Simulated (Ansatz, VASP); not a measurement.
**Two plane-wave programs on NaScSe2**

The input INCAR:

```
PREC     = Accurate       # precision mode
ENCUT    = 520            # plane-wave cutoff, eV
EDIFF    = 1E-6           # SCF threshold, eV
ISMEAR   = 0              # smearing method
SIGMA    = 0.01           # smearing width, eV
LREAL    = False          # projectors in reciprocal space
LASPH    = True           # aspherical terms in the spheres
NELM     = 100            # most SCF steps
ALGO     = Normal         # electronic algorithm
ISIF     = 2              # what is computed and relaxed
LWAVE    = False          # write WAVECAR
LCHARG   = True           # write CHGCAR
GGA      = PE             # functional
LELF     = True           # ELF
LVHAR    = True         
NBANDS   = 40             # bands
```

The input KPOINTS:

```
Automatic mesh
0
Gamma
  6 6 2
```

POSCAR

```
NaScSe2
1.0
    4.0914050728      0.0000000000      0.0000000000
    0.0000000000      4.0914050728      0.0000000000
    0.0000000000      0.0000000000     11.9290684699
Na Se Sc
2 4 2
Direct
    0.5000000000      0.0000000000      0.8880275789
    0.0000000000      0.5000000000      0.1119724211
    0.5000000000      0.0000000000      0.1513099164
    0.0000000000      0.5000000000      0.3944215366
    0.5000000000      0.0000000000      0.6055784634
    0.0000000000      0.5000000000      0.8486900836
    0.5000000000      0.0000000000      0.3611484998
    0.0000000000      0.5000000000      0.6388515002
```

Input for Ansatz:

```yaml
crystal:
  lattice:
    - [4.0914050728, 0.0, 0.0]
    - [0.0, 4.0914050728, 0.0]
    - [0.0, 0.0, 11.9290684699]
  atoms:
    - { symbol: Na, position: [0.5, 0.0, 0.8880275789] }
    - { symbol: Se, position: [0.5, 0.0, 0.1513099164] }
    - { symbol: Na, position: [0.0, 0.5, 0.1119724211] }
    - { symbol: Se, position: [0.0, 0.5, 0.3944215366] }
    - { symbol: Sc, position: [0.5, 0.0, 0.3611484998] }
    - { symbol: Se, position: [0.5, 0.0, 0.6055784634] }
    - { symbol: Sc, position: [0.0, 0.5, 0.6388515002] }
    - { symbol: Se, position: [0.0, 0.5, 0.8486900836] }
kpoints:
  mp_grid: { grid: [6, 6, 2] }
hamiltonian:
  xc: pbe
scf:
  occupations: { method: fixed }
  n_extra_bands: 6
output:
  forces: true
  stress: true
  eigenvalues: true
```

Alike in both runs: task single point; functional PBE; k mesh 6 × 6 × 2; no spin polarisation.

```csv
,VASP,Ansatz
version,VASP 6.6.1,Ansatz 0.2.0
potentials or method,"VASP PAW PBE potentials, release 64 (Na_pv, Se, Sc_sv)","plane waves, PAW"
plane-wave cutoff (eV),520,420
occupations,"gaussian, width 0.01 eV",fixed
valence electrons in the cell,60,104
```

|  | VASP | Ansatz | Ansatz less VASP |
| --- | --- | --- | --- |
| gap on the k mesh at the Fermi level (eV) | 0.27 | 0.27 | +0.006 |
| pressure (GPa) | -2.6 | -2.8 | -0.11 |
| rms of the force components (eV/Å) | 0.128 | 0.138 | +0.0096 |

VASP's potentials hold 60 valence electrons a cell and Ansatz's 104, so a difference there can come from the potentials and not from the codes.
